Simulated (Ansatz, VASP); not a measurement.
Two plane-wave programs on K3SBr

```
K S Br
1.0
     5.40370    0.00000    0.00000
     0.00000    5.40370    0.00000
     0.00000    0.00000    5.40370
K S Br
3 1 1
Direct
  0.00000 0.50000 0.00000
  0.00000 0.00000 0.50000
  0.50000 0.00000 0.00000
  0.50000 0.50000 0.50000
  0.00000 0.00000 0.00000
```

Change from the starting cell: species swapped into the KCaF3 type (Pm-3m, No. 221).

Alike in both runs: task single point; functional PBE; k mesh 4 × 4 × 4; occupations gaussian, width 0.1 eV; no spin polarisation.

|  | VASP | Ansatz |
| --- | --- | --- |
| version | VASP 6.6.1 | Ansatz 0.2.0 |
| potentials or method | VASP PAW PBE potentials, release 64 (K_sv, S, Br), cutoff 520 eV | scalar-relativistic, plane waves, PAW |
| valence electrons in the cell | 40 | 40 |

VASP gave:

```
gap on the k mesh at the Fermi level (eV) : 1.86
least direct gap on the mesh (eV)         : 1.86
pressure (GPa)                            : 7.8
```

Problem. Which values does Ansatz return?

Solution. gap on the k mesh at the Fermi level (eV): 1.86; least direct gap on the mesh (eV): 1.86; pressure (GPa): 7.6.
